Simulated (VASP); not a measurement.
# C (P4/mmm) in VASP: notebook, part 2 of 4

VASP 6.6.1. Earlier steps stand in the parts before.

## Step 4: Relaxation of cell and atoms, PBE

File INCAR:

```
ALGO = Normal
EDIFF = 1E-7
EDIFFG = -0.04
ENCUT = 600
GGA = PE
GGA_COMPAT = False
IBRION = 2
ISIF = 3
ISMEAR = 0
LASPH = True
LCHARG = False
LREAL = False
LWAVE = False
NELM = 120
NELMIN = 4
NSW = 90
PREC = Accurate
SIGMA = 0.1
```

File KPOINTS:

```
k-points
0
Gamma
  10 10 10
```

File POSCAR:

```
C
1.0
    1.8019917600      0.0000000000      0.0000000000
    0.0000000000      1.8019917600      0.0000000000
    0.0000000000      0.0000000000      1.8497099500
C
1
Direct
    0.5000000000      0.5000000000      0.0000000000
```

Potentials or basis: VASP PAW PBE potentials, release 64 (C).

On the command line:

```bash
$ cat potpaw_PBE.64/C/POTCAR > POTCAR
$ mpirun -np 1 vasp_std > vasp.out
```

OUTCAR:

```text
EDIFF = 1E-7
   EDIFFG = -0.04
   ENCUT = 600
   GGA = PE
   IBRION = 2
   ISIF = 3
   ISMEAR = 0
   LASPH = True
   LREAL = False
   NELM = 120
   NELMIN = 4
   NSW = 90
   PREC = Accurate

 ion  position               nearest neighbor table
   1  0.500  0.500  0.000-

  LATTYP: Found a simple tetragonal cell.
 ALAT       =     1.8019917600
 C/A-ratio  =     1.0264808037

  Lattice vectors:

 A1 = (   1.8019917600,   0.0000000000,   0.0000000000)
 A2 = (   0.0000000000,   1.8019917600,   0.0000000000)
 A3 = (   0.0000000000,   0.0000000000,   1.8497099500)

Analysis of symmetry for initial positions (statically):
=====================================================================
 Subroutine PRICEL returns:
 Original cell was already a primitive cell.

 Routine SETGRP: Setting up the symmetry group for a
 simple tetragonal supercell.

 Subroutine GETGRP returns: Found 16 space group operations
 (whereof 16 operations were pure point group operations)
 out of a pool of 16 trial point group operations.

The static configuration has the point symmetry D_4h.

Analysis of symmetry for dynamics (positions and initial velocities):
=====================================================================
 Subroutine PRICEL returns:
 Original cell was already a primitive cell.

 Routine SETGRP: Setting up the symmetry group for a
 simple tetragonal supercell.

 Subroutine GETGRP returns: Found 16 space group operations
 (whereof 16 operations were pure point group operations)
 out of a pool of 16 trial point group operations.

The dynamic configuration has the point symmetry D_4h.

 Subroutine INISYM returns: Found 16 space group operations
 (whereof 16 operations are pure point group operations),
 and found     1 'primitive' translations

----------------------------------------------------------------------------------------

                                     Primitive cell

  volume of cell :       6.0063

  direct lattice vectors                    reciprocal lattice vectors
     1.801991760  0.000000000  0.000000000     0.554941494  0.000000000  0.000000000
     0.000000000  1.801991760  0.000000000     0.000000000  0.554941494  0.000000000
     0.000000000  0.000000000  1.849709950     0.000000000  0.000000000  0.540625302

  length of vectors
     1.801991760  1.801991760  1.849709950     0.554941494  0.554941494  0.540625302

  position of ions in fractional coordinates (direct lattice)
     0.500000000  0.500000000  0.000000000

  ion indices of the primitive-cell ions
   primitive index   ion index
                 1           1

----------------------------------------------------------------------------------------

 KPOINTS: k-points

Automatic generation of k-mesh.
 Grid dimensions read from file:
 generate k-points for:   10   10   10

 Generating k-lattice:

  Cartesian coordinates                     Fractional coordinates (reciprocal lattice)
     0.055494149  0.000000000  0.000000000     0.100000000  0.000000000  0.000000000
     0.000000000  0.055494149  0.000000000     0.000000000  0.100000000  0.000000000
     0.000000000  0.000000000  0.054062530     0.000000000  0.000000000  0.100000000

  Length of vectors
     0.055494149  0.055494149  0.054062530

  Shift w.r.t. Gamma in fractional coordinates (k-lattice)
     0.000000000  0.000000000  0.000000000

 Subroutine IBZKPT returns following result:
 ===========================================

 Found    126 irreducible k-points:

 Following reciprocal coordinates:
            Coordinates               Weight
  0.000000  0.000000  0.000000      1.000000
  0.100000  0.000000  0.000000      4.000000
  0.200000  0.000000  0.000000      4.000000
  0.300000  0.000000  0.000000      4.000000
  0.400000  0.000000  0.000000      4.000000
  0.500000  0.000000  0.000000      2.000000
[... 16 lines left out ...]
  0.100000  0.000000  0.100000      8.000000
  0.200000  0.000000  0.100000      8.000000
 [... further k-points ...]
   k-points           NKPTS =    126   k-points in BZ     NKDIM =    126   number of bands    NBANDS=      6
   number of dos      NEDOS =    301   number of ions     NIONS =      1
   total plane-waves  NPLWV =   3136
   dimension x,y,z NGX =    14 NGY =   14 NGZ =   16
   dimension x,y,z NGXF=    28 NGYF=   28 NGZF=   32
   ions per type =               1
   NGX,Y,Z   is equivalent  to a cutoff of  12.92, 12.92, 14.38 a.u.
   NGXF,Y,Z  is equivalent  to a cutoff of  25.83, 25.83, 28.76 a.u.
 SYSTEM =  unknown system
   PREC   = accura    normal or accurate (medium, high low for compatibility)
   ISTART =      0    job   : 0-new  1-cont  2-samecut
   ICHARG =      2    charge: 1-file 2-atom 10-const
   ISPIN  =      1    spin polarized calculation?
   LNONCOLLINEAR =      F non collinear calculations
   LSORBIT =      F    spin-orbit coupling
   LASPH  =      T    aspherical Exc in radial PAW
   ENCUT  =  600.0 eV  44.10 Ry    6.64 a.u.   3.60  3.60  3.69*2*pi/ulx,y,z
   NELM   =    120;   NELMIN=  4; NELMDL= -5     # of ELM steps
   EDIFF  = 0.1E-06   stopping-criterion for ELM
   LREAL  =      F    real-space projection
   EDIFFG = -.4E-01   stopping-criterion for IOM
   NSW    =     90    number of steps for IOM
   IBRION =      2    ionic relax: 0-MD 1-quasi-New 2-CG
   NFREE  =      1    steps in history (QN), initial steepest desc. (CG)
   ISIF   =      3    stress and relaxation
   ISYM   =      2    0-nonsym 1-usesym 2-fastsym
   POTIM  = 0.5000    time-step for ionic-motion
   TEBEG  =    0.0;   TEEND  =   0.0 temperature during run
   PSTRESS=    0.0 pullay stress
   NELECT =       4.0000    total number of electrons
   NUPDOWN=      -1.0000    fix difference up-down
   EMIN   =  10.00;   EMAX   =-10.00  energy-range for DOS
   EFERMI =   0.00;   METHOD = LEGACY
   ISMEAR =     0;   SIGMA  =   0.10  broadening in eV -4-tet -1-fermi 0-gaus
   EFERMI_NEDOS =   21; number of points for ismear=-14 and -15
   IALGO  =     38    algorithm
   IMIX   =      4    mixing-type and parameters
     AMIX     =   0.40;   BMIX     =  1.00
     AMIX_MAG =   1.60;   BMIX_MAG =  1.00
  volume/ion in A,a.u.               =       6.01        40.53
  Fermi-wavevector in a.u.,A,eV,Ry     =   1.429635  2.701618 27.808341  2.043855
  Thomas-Fermi vector in A             =   2.549567
   LORBIT       =      0    0 simple, 1 ext, 2 COOP (PROOUT), +10 PAW based schemes
   GGA     = PE    functional components
   LHFCALC =     F    Hartree Fock is set to
   AEXX    =    0.0000 exact exchange contribution
   IVDW    =     0    specifies the selected vdW correction
   LEPSILON=     F    determine dielectric tensor
   LRPA    =     F    only Hartree local field effects (RPA)
 conjugate gradient relaxation of ions
 non-spin polarized calculation
 Gauss-broadening in eV      SIGMA  =   0.10
  energy-cutoff  :      600.00
  volume of cell :        6.01
 maximum number of plane-waves:       208
   NGX =  7   NGY =  7   NGZ =  7

--------------------------------------- Ionic step        1  -------------------------------------------

 number of electron       4.0000000 magnetization

 Free energy of the ion-electron system (eV)
  ---------------------------------------------------
  ext. energy  EPLUGINS =         0.00000000
  ---------------------------------------------------
  free energy    TOTEN  =        -6.46596673 eV

  energy without entropy =       -6.46449285  energy(sigma->0) =       -6.46522979

 E-fermi :   9.5709     XC(G=0): -13.4573

 val. band max:        9.4994829594   @ k =   0.5000   0.4000   0.1000
 cond. band min:       9.6353766626   @ k =   0.4000   0.3000   0.5000
 fundamental gap:      0.1358937032
 Fermi energy:         9.5709207004

 k-point     1 :       0.0000    0.0000    0.0000
  band No.  band energies     occupation
      1     -11.3102      2.00000
      2      17.5395      0.00000
      3      18.9425      0.00000
      4      18.9425      0.00000
      5      33.7004      0.00000
      6      35.0973      0.00000

 k-point     2 :       0.1000    0.0000    0.0000
  band No.  band energies     occupation
      1     -10.9300      2.00000
      2      16.5107      0.00000
      3      17.7945      0.00000
      4      19.1878      0.00000
      5      34.2876      0.00000
      6      37.2350      0.00000
[... 440 lines left out ...]
  energy  without entropy=       -6.5021212157  energy(sigma->0) =       -6.50264997

--------------------------------------- Ionic step        8  -------------------------------------------

 number of electron       4.0000000 magnetization

 Free energy of the ion-electron system (eV)
  ---------------------------------------------------
  ext. energy  EPLUGINS =         0.00000000
  ---------------------------------------------------
  free energy    TOTEN  =        -6.50336186 eV

  energy without entropy =       -6.50229368  energy(sigma->0) =       -6.50282777

 E-fermi :  10.4914     XC(G=0): -13.7648

 val. band max:       10.4876130760   @ k =   0.4000   0.3000   0.4000
 cond. band min:      10.6678233763   @ k =   0.3000   0.3000   0.3000
 fundamental gap:      0.1802103003
 Fermi energy:        10.4914163283

 k-point     1 :       0.0000    0.0000    0.0000
  band No.  band energies     occupation
      1     -11.2847      2.00000
      2      17.5625      0.00000
      3      21.1564      0.00000
      4      21.1564      0.00000
      5      33.6910      0.00000
      6      37.6267      0.00000

 k-point     2 :       0.1000    0.0000    0.0000
  band No.  band energies     occupation
      1     -10.8795      2.00000
      2      17.8592      0.00000
      3      18.4619      0.00000
      4      21.4285      0.00000
      5      34.3613      0.00000
      6      39.8834      0.00000
[... 226 lines left out ...]
  FREE ENERGIE OF THE ION-ELECTRON SYSTEM (eV)
  ---------------------------------------------------
  free  energy   TOTEN  =        -6.5033618648 eV

  energy  without entropy=       -6.5022936847  energy(sigma->0) =       -6.50282777

 reached required accuracy - stopping structural energy minimisation
```

OSZICAR:

```text
N       E                     dE             d eps       ncg     rms          rms(c)
DAV:   1    -0.190552778524E+01   -0.19055E+01   -0.27478E+03  1656   0.695E+02
DAV:   2    -0.644218121329E+01   -0.45367E+01   -0.42238E+01  1914   0.596E+01
DAV:   3    -0.646702358404E+01   -0.24842E-01   -0.24829E-01  1848   0.490E+00
[... 54 lines left out ...]
       N       E                     dE             d eps       ncg     rms          rms(c)
DAV:   1    -0.650343179846E+01   -0.25307E-03   -0.51605E-03  1518   0.666E-01    0.602E-02
DAV:   2    -0.650338286547E+01    0.48933E-04   -0.34496E-05  1620   0.598E-02    0.323E-02
DAV:   3    -0.650336188140E+01    0.20984E-04   -0.37420E-05  1584   0.483E-02    0.452E-03
DAV:   4    -0.650336186485E+01    0.16552E-07   -0.87976E-08  1362   0.384E-03
   8 F= -.65033619E+01 E0= -.65028278E+01  d E =-.624670E-03
```

CONTCAR:

```text
C
   1.00000000000000
     1.7422203612826506    0.0000000000000000    0.0000000000000000
     0.0000000000000000    1.7422203612826506    0.0000000000000000
     0.0000000000000000    0.0000000000000000    1.8574963775944877
  C
     1
Direct
     0.5000000000000000    0.5000000000000000    0.0000000000000000

  0.00000000E+00  0.00000000E+00  0.00000000E+00
```

Wall time 23 s (1 thread of Intel Xeon 8259CL, shared host); peak memory 0.11 GiB.

What came out:

```
Free energy                           : -6.5034 eV
Relaxed volume                        : 5.64 Å³/atom
Relaxed cell                          : a = 1.742 Å, b = 1.742 Å, c = 1.857 Å, α = 90.00°, β = 90.00°, γ = 90.00°
Space group after relaxing (to 0.1 Å) : P4/mmm (No. 123)
Energy gained by relaxing             : 37.4 meV/atom
Ionic steps                           : 8
Pressure after relaxing               : 0.0 GPa
Band gap on the k mesh                : zero (bands 2 and 3 overlap by 10.82 eV)
```

Step by step:
```csv
step,energy change (eV),largest force (eV/Å),pressure (GPa),volume (Å³)
1,0.0000,0.0000,-18.27,6.01
2,-0.0276,0.0000,13.54,5.43
3,-0.0333,0.0000,3.33,5.57
4,-0.0333,0.0000,2.49,5.59
5,-0.0356,0.0000,4.26,5.58
6,-0.0368,0.0000,3.56,5.58
7,-0.0372,0.0000,-1.88,5.67
8,-0.0374,0.0000,0.00,5.64
```

Final structure:
```
CELL_PARAMETERS angstrom
1.74222 0.00000 0.00000
0.00000 1.74222 0.00000
0.00000 0.00000 1.85750
ATOMIC_POSITIONS crystal
C 0.50000 0.50000 0.00000
```

(Part 2 of 4 ends here.)
